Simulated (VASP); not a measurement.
# V (Im-3m) in VASP: further runs

Runs on V. Level: BLYP. Tasks: single point.

Program: VASP 6.6.1. These are calculated values, not measurements. Logs are shortened: lines on timing, memory, paths and dates and some standing lists are left out, and cuts for length are marked.

### Step 1. The cell of the first run

The structure is cubic, space group Im-3m (No. 229). The conventional cell has a = 3.143 Å, b = 3.143 Å, c = 3.143 Å, α = 90.00°, β = 90.00°, γ = 90.00°. Within 3.6 Å of V (site symmetry m-3m) lie 14 V at 2.72 to 3.14 Å.

### Step 2. Single point, BLYP (volume scaled by 1.12)

Contents of INCAR:

```
PREC     = Accurate       # precision mode
ENCUT    = 520            # plane-wave cutoff, eV
EDIFF    = 1E-6           # SCF threshold, eV
ISMEAR   = -1             # smearing method
SIGMA    = 0.1            # smearing width, eV
LREAL    = F              # projectors in reciprocal space
LASPH    = T              # aspherical terms in the spheres
NELM     = 80             # most SCF steps
ALGO     = Normal         # electronic algorithm
ISIF     = 2              # what is computed and relaxed
LWAVE    = F              # write WAVECAR
LCHARG   = F              # write CHGCAR
GGA      = B5             # functional
ALDAX    = 1.0          
AGGAX    = 1.0          
AGGAC    = 1.0          
ALDAC    = 0.0          
NBANDS   = 12             # bands
```

Contents of KPOINTS:

```
regular mesh
0
Gamma
  24 24 24
```

Contents of POSCAR:

```
V
1.0
   -1.5716372820      1.5716372820      1.5716372820
    1.5716372820     -1.5716372820      1.5716372820
    1.5716372820      1.5716372820     -1.5716372820
V
1
Direct
    0.0000000000      0.0000000000      0.0000000000
```

Potentials or basis: VASP PAW PBE potentials, release 64 (V_sv).

Started as:

```console
cat potpaw_PBE.64/V_sv/POTCAR > POTCAR
mpirun -np 1 vasp_std > vasp.out
```

OUTCAR:

```text
PREC = Accurate
   ENCUT = 520
   EDIFF = 1E-6
   ISMEAR = -1
   LREAL = F
   LASPH = T
   NELM = 80
   ISIF = 2
   GGA = B5

 ion  position               nearest neighbor table
   1  0.000  0.000  0.000-

  LATTYP: Found a body centered cubic cell.
 ALAT       =     3.1432745640

  Lattice vectors:

 A1 = (  -1.5716372820,   1.5716372820,   1.5716372820)
 A2 = (   1.5716372820,  -1.5716372820,   1.5716372820)
 A3 = (   1.5716372820,   1.5716372820,  -1.5716372820)

Analysis of symmetry for initial positions (statically):
=====================================================================
 Subroutine PRICEL returns:
 Original cell was already a primitive cell.

 Routine SETGRP: Setting up the symmetry group for a
 body centered cubic supercell.

 Subroutine GETGRP returns: Found 48 space group operations
 (whereof 48 operations were pure point group operations)
 out of a pool of 48 trial point group operations.

The static configuration has the point symmetry O_h .

Analysis of symmetry for dynamics (positions and initial velocities):
=====================================================================
 Subroutine PRICEL returns:
 Original cell was already a primitive cell.

 Routine SETGRP: Setting up the symmetry group for a
 body centered cubic supercell.

 Subroutine GETGRP returns: Found 48 space group operations
 (whereof 48 operations were pure point group operations)
 out of a pool of 48 trial point group operations.

The dynamic configuration has the point symmetry O_h .

 Subroutine INISYM returns: Found 48 space group operations
 (whereof 48 operations are pure point group operations),
 and found     1 'primitive' translations

----------------------------------------------------------------------------------------

                                     Primitive cell

  volume of cell :      15.5281

  direct lattice vectors                    reciprocal lattice vectors
    -1.571637282  1.571637282  1.571637282     0.000000000  0.318139564  0.318139564
     1.571637282 -1.571637282  1.571637282     0.318139564  0.000000000  0.318139564
     1.571637282  1.571637282 -1.571637282     0.318139564  0.318139564  0.000000000

  length of vectors
     2.722155623  2.722155623  2.722155623     0.449917286  0.449917286  0.449917286

  position of ions in fractional coordinates (direct lattice)
     0.000000000  0.000000000  0.000000000

  ion indices of the primitive-cell ions
   primitive index   ion index
                 1           1

----------------------------------------------------------------------------------------

 KPOINTS: regular mesh

Automatic generation of k-mesh.
 Grid dimensions read from file:
 generate k-points for:   24   24   24

 Generating k-lattice:

  Cartesian coordinates                     Fractional coordinates (reciprocal lattice)
     0.000000000  0.013255815  0.013255815     0.041666667  0.000000000  0.000000000
     0.013255815  0.000000000  0.013255815     0.000000000  0.041666667  0.000000000
     0.013255815  0.013255815  0.000000000     0.000000000  0.000000000  0.041666667

  Length of vectors
     0.018746554  0.018746554  0.018746554

  Shift w.r.t. Gamma in fractional coordinates (k-lattice)
     0.000000000  0.000000000  0.000000000

 Subroutine IBZKPT returns following result:
 ===========================================

 Found    413 irreducible k-points:

 Following reciprocal coordinates:
            Coordinates               Weight
  0.000000  0.000000  0.000000      1.000000
  0.041667  0.000000  0.000000     12.000000
  0.083333  0.000000  0.000000     12.000000
  0.125000  0.000000  0.000000     12.000000
  0.166667  0.000000  0.000000     12.000000
  0.208333  0.000000  0.000000     12.000000
[... 16 lines left out ...]
  0.416667  0.041667  0.000000     48.000000
  0.458333  0.041667  0.000000     48.000000
 [... further k-points ...]
   k-points           NKPTS =    413   k-points in BZ     NKDIM =    413   number of bands    NBANDS=     12
   number of dos      NEDOS =    301   number of ions     NIONS =      1
   total plane-waves  NPLWV =   8000
   dimension x,y,z NGX =    20 NGY =   20 NGZ =   20
   dimension x,y,z NGXF=    40 NGYF=   40 NGZF=   40
   ions per type =               1
   NGX,Y,Z   is equivalent  to a cutoff of  12.21, 12.21, 12.21 a.u.
   NGXF,Y,Z  is equivalent  to a cutoff of  24.43, 24.43, 24.43 a.u.
 SYSTEM =  unknown system
   PREC   = accura    normal or accurate (medium, high low for compatibility)
   ISTART =      0    job   : 0-new  1-cont  2-samecut
   ICHARG =      2    charge: 1-file 2-atom 10-const
   ISPIN  =      1    spin polarized calculation?
   LNONCOLLINEAR =      F non collinear calculations
   LSORBIT =      F    spin-orbit coupling
   LASPH  =      T    aspherical Exc in radial PAW
   ENCUT  =  520.0 eV  38.22 Ry    6.18 a.u.   5.06  5.06  5.06*2*pi/ulx,y,z
   NELM   =     80;   NELMIN=  2; NELMDL= -5     # of ELM steps
   EDIFF  = 0.1E-05   stopping-criterion for ELM
   LREAL  =      F    real-space projection
   EDIFFG = 0.1E-04   stopping-criterion for IOM
   NSW    =      0    number of steps for IOM
   IBRION =     -1    ionic relax: 0-MD 1-quasi-New 2-CG
   NFREE  =      0    steps in history (QN), initial steepest desc. (CG)
   ISIF   =      2    stress and relaxation
   ISYM   =      2    0-nonsym 1-usesym 2-fastsym
   POTIM  = 0.5000    time-step for ionic-motion
   TEBEG  =    0.0;   TEEND  =   0.0 temperature during run
   PSTRESS=    0.0 pullay stress
   NELECT =      13.0000    total number of electrons
   NUPDOWN=      -1.0000    fix difference up-down
   EMIN   =  10.00;   EMAX   =-10.00  energy-range for DOS
   EFERMI =   0.00;   METHOD = LEGACY
   ISMEAR =    -1;   SIGMA  =   0.10  broadening in eV -4-tet -1-fermi 0-gaus
   EFERMI_NEDOS =   21; number of points for ismear=-14 and -15
   IALGO  =     38    algorithm
   IMIX   =      4    mixing-type and parameters
     AMIX     =   0.40;   BMIX     =  1.00
     AMIX_MAG =   1.60;   BMIX_MAG =  1.00
  volume/ion in A,a.u.               =      15.53       104.79
  Fermi-wavevector in a.u.,A,eV,Ry     =   1.542944  2.915742 32.391086  2.380678
  Thomas-Fermi vector in A             =   2.648677
   LORBIT       =      0    0 simple, 1 ext, 2 COOP (PROOUT), +10 PAW based schemes
   GGA     = B5    functional components
   LHFCALC =     F    Hartree Fock is set to
   AEXX    =    0.0000 exact exchange contribution
   IVDW    =     0    specifies the selected vdW correction
   LEPSILON=     F    determine dielectric tensor
   LRPA    =     F    only Hartree local field effects (RPA)
 non-spin polarized calculation
  energy-cutoff  :      520.00
  volume of cell :       15.53
 maximum number of plane-waves:       430
   NGX = 11   NGY = 11   NGZ = 11

 number of electron      12.9999995 magnetization

 Free energy of the ion-electron system (eV)
  ---------------------------------------------------
  ext. energy  EPLUGINS =         0.00000000
  ---------------------------------------------------
  free energy    TOTEN  =        -7.78945452 eV

  energy without entropy =       -7.72131471  energy(sigma->0) =       -7.75538461

 E-fermi :   8.5327     XC(G=0): -11.6107

 val. band max:        8.5325516164   @ k =  -0.3750   0.5000   0.0417
 cond. band min:       8.5332376818   @ k =  -0.3333   0.3333   0.1667
 fundamental gap:      0.0006860654
 Fermi energy:         8.5326618591

 k-point     1 :       0.0000    0.0000    0.0000
  band No.  band energies     occupation
      1     -55.0888      2.00000
      2     -28.7538      2.00000
      3     -28.7538      2.00000
      4     -28.7538      2.00000
      5       2.4387      2.00000
      6       8.8243      0.10273
      7       8.8243      0.10273
      8       8.8243      0.10273
      9      10.5329      0.00000
     10      10.5329      0.00000
     11      28.0807      0.00000
     12      28.0807      0.00000

 k-point     2 :       0.0417    0.0000    0.0000
  band No.  band energies     occupation
      1     -55.0868      2.00000
      2     -28.7639      2.00000
      3     -28.7570      2.00000
      4     -28.7538      2.00000
      5       2.5009      2.00000
      6       8.8004      0.12864
      7       8.8203      0.10664
      8       8.8656      0.06916
      9      10.5053      0.00000
     10      10.5344      0.00000
     11      27.9171      0.00000
     12      28.0641      0.00000

 k-point     3 :       0.0833    0.0000    0.0000
  band No.  band energies     occupation
      1     -55.0812      2.00000
      2     -28.7936      2.00000
      3     -28.7664      2.00000
      4     -28.7539      2.00000
      5       2.6852      2.00000
      6       8.7311      0.24167
      7       8.8044      0.12393
      8       8.9881      0.02082
      9      10.4326      0.00000
     10      10.5395      0.00000
     11      27.4357      0.00000
     12      27.9731      0.00000

 k-point     4 :       0.1250    0.0000    0.0000
  band No.  band energies     occupation
      1     -55.0722      2.00000
      2     -28.8405      2.00000
      3     -28.7813      2.00000
      4     -28.7541      2.00000
      5       2.9844      2.00000
      6       8.6228      0.57742
      7       8.7657      0.17725
      8       9.1875      0.00286
      9      10.3419      0.00000
     10      10.5492      0.00000
     11      26.6591      0.00000
     12      27.7319      0.00000

 k-point     5 :       0.1667    0.0000    0.0000
  band No.  band energies     occupation
      1     -55.0604      2.00000
      2     -28.9012      2.00000
      3     -28.8008      2.00000
      4     -28.7543      2.00000
      5       3.3851      2.00000
      6       8.4851      1.23354
      7       8.6943      0.33140
      8       9.4561      0.00020
      9      10.2680      0.00000
     10      10.5650      0.00000
     11      25.6257      0.00000
     12      27.2851      0.00000
[... 228 lines left out ...]
      1     -54.9965      2.00000
      2     -29.2184      2.00000
      3     -28.9052      2.00000
      4     -28.7594      2.00000
      5       5.5334      2.00000
      6       7.8074      1.99858
      7       8.6808      0.37043
      8      10.3870      0.00000
      9      10.7411      0.00000
     10      11.1899      0.00000
     11      19.7374      0.00000
     12      24.3543      0.00000

 k-point    22 :       0.3750    0.0417    0.0000
  band No.  band energies     occupation
      1     -54.9860      2.00000
      2     -29.2692      2.00000
      3     -28.9227      2.00000
      4     -28.7597      2.00000
      5       5.7410      2.00000
      6       7.7033      1.99950
      7       9.0439      0.01198
      8      10.4503      0.00000
      9      10.7879      0.00000
     10      11.5338      0.00000
     11      18.5766      0.00000
     12      23.9293      0.00000

 k-point    23 :       0.4167    0.0417    0.0000
  band No.  band energies     occupation
      1     -54.9786      2.00000
      2     -29.3048      2.00000
      3     -28.9351      2.00000
      4     -28.7598      2.00000
      5       5.8316      2.00000
      6       7.6310      1.99976
      7       9.4532      0.00020
      8      10.4833      0.00000
      9      10.8404      0.00000
     10      11.7990      0.00000
     11      17.6598      0.00000
     12      23.6348      0.00000

 k-point    24 :       0.4583    0.0417    0.0000
  band No.  band energies     occupation
      1     -54.9747      2.00000
      2     -29.3233      2.00000
      3     -28.9415      2.00000
      4     -28.7599      2.00000
      5       5.8607      2.00000
      6       7.5939      1.99983
      7       9.7327      0.00001
      8      10.4847      0.00000
      9      10.8835      0.00000
     10      11.9481      0.00000
     11      17.1335      0.00000
     12      23.4841      0.00000

 [... further k-points ...]
[... 5 lines left out ...]
  --------------------------------------------------------------------------------------
  -------------------------------------------------------------------------------------
  Total       -1.4400295     -1.4400295     -1.4400295      0.0000000      0.0000000      0.0000000
  in kB     -148.5815897   -148.5815897   -148.5815897      0.0000000      0.0000000      0.0000000
  external PRESSURE =    -148.5815897 kB  Pullay stress =       0.0000000 kB

 VOLUME and BASIS-vectors are now :
 -----------------------------------------------------------------------------
  energy-cutoff  :      520.00
  volume of cell :       15.53
      direct lattice vectors                 reciprocal lattice vectors
    -1.571637282  1.571637282  1.571637282     0.000000000  0.318139564  0.318139564
     1.571637282 -1.571637282  1.571637282     0.318139564  0.000000000  0.318139564
     1.571637282  1.571637282 -1.571637282     0.318139564  0.318139564  0.000000000

 POSITION                                       TOTAL-FORCE (eV/Angst)
 -----------------------------------------------------------------------------------
      0.00000      0.00000      0.00000        -0.000000     -0.000000      0.000000
 -----------------------------------------------------------------------------------
    total drift:                                0.000000     -0.000000      0.000000

  FREE ENERGIE OF THE ION-ELECTRON SYSTEM (eV)
  ---------------------------------------------------
  free  energy   TOTEN  =        -7.7894545187 eV

  energy  without entropy=       -7.7213147059  energy(sigma->0) =       -7.75538461
```

Run time: 34 s. Hardware: 1 thread of Intel Xeon 6975P-C (Granite Rapids), shared host; peak memory 0.18 GiB.

Results:

```yaml
Free_energy: -7.7895 eV
Pressure: -14.9 GPa
```

Caveat: the cell differs from its parent crystal (volume scaled by 1.12); the PAW data sets were made with another functional, which shifts forces and pressure a little.

### Step 3. Single point, BLYP, collinear spin, ferromagnetic start

This run uses another cell than the first one, of 13.84 Å³/atom, 0.891 times its volume.

Contents of INCAR:

```
SYSTEM = V
PREC = Accurate
ENCUT = 520
EDIFF = 1E-6
ISMEAR = -1
SIGMA = 0.05
LREAL = .FALSE.
LASPH = .TRUE.
NELM = 150
ALGO = Normal
ISIF = 2
LWAVE = .FALSE.
LCHARG = .FALSE.
ISPIN = 2
MAGMOM = 1
LORBIT = 11
LMAXMIX = 4
GGA = B5
ALDAX = 1.0
AGGAX = 1.0
AGGAC = 1.0
ALDAC = 0.0
NBANDS = 16
```

Contents of KPOINTS:

```
regular mesh
0
G
  24 24 24
  0 0 0
```

Contents of POSCAR:

```
V
1.0
   -1.5123953054      1.5123953054      1.5123953054
    1.5123953054     -1.5123953054      1.5123953054
    1.5123953054      1.5123953054     -1.5123953054
V
1
Direct
    0.0000000000      0.0000000000      0.0000000000
```

Potentials or basis: VASP PAW PBE potentials, release 64 (V_sv).

Started as:

```console
cat potpaw_PBE.64/V_sv/POTCAR > POTCAR
mpirun -np 1 vasp_std > vasp.out
```

Run time: 79 s. Hardware: 1 thread of Intel Xeon 6975P-C, shared host; peak memory 0.24 GiB.

Results (log left out):

| Quantity | Value |
| --- | --- |
| Free energy | -7.8489 eV |
| Pressure | 0.4 GPa |
| Net moment | 0.00 μB per cell |
| Valence electrons inside the program's atomic spheres | V 11.67 |

Levels at points of the mesh, in eV from the Fermi level:
Spin up:
| k point | band 4 | band 5 | band 6 | band 7 | band 8 | band 9 | band 10 | band 11 |
| --- | --- | --- | --- | --- | --- | --- | --- | --- |
| (0.00, 0.00, 0.00) | -37.00 | -6.35 | 0.34 | 0.34 | 0.34 | 2.31 | 2.31 | 20.47 |
| (0.50, 0.00, 0.00) | -37.00 | -3.04 | -1.12 | 1.77 | 2.29 | 2.64 | 3.89 | 9.87 |
| (0.50, 0.50, 0.50) | -37.57 | -2.84 | -2.84 | 3.52 | 3.52 | 3.52 | 10.10 | 10.10 |
Spin down:
```csv
k point,band 3,band 4,band 5,band 6,band 7,band 8,band 9,band 10,band 11,band 12
"(0.00, 0.00, 0.00)",-37.00,-37.00,-6.35,0.34,0.34,0.34,2.31,2.31,20.47,20.47
"(0.50, 0.00, 0.00)",-37.26,-37.00,-3.04,-1.12,1.77,2.29,2.64,3.89,9.87,15.89
"(0.50, 0.50, 0.50)",-37.57,-37.57,-2.84,-2.84,3.52,3.52,3.52,10.10,10.10,10.10
```

Caveat: the PAW data sets were made with another functional, which shifts forces and pressure a little.
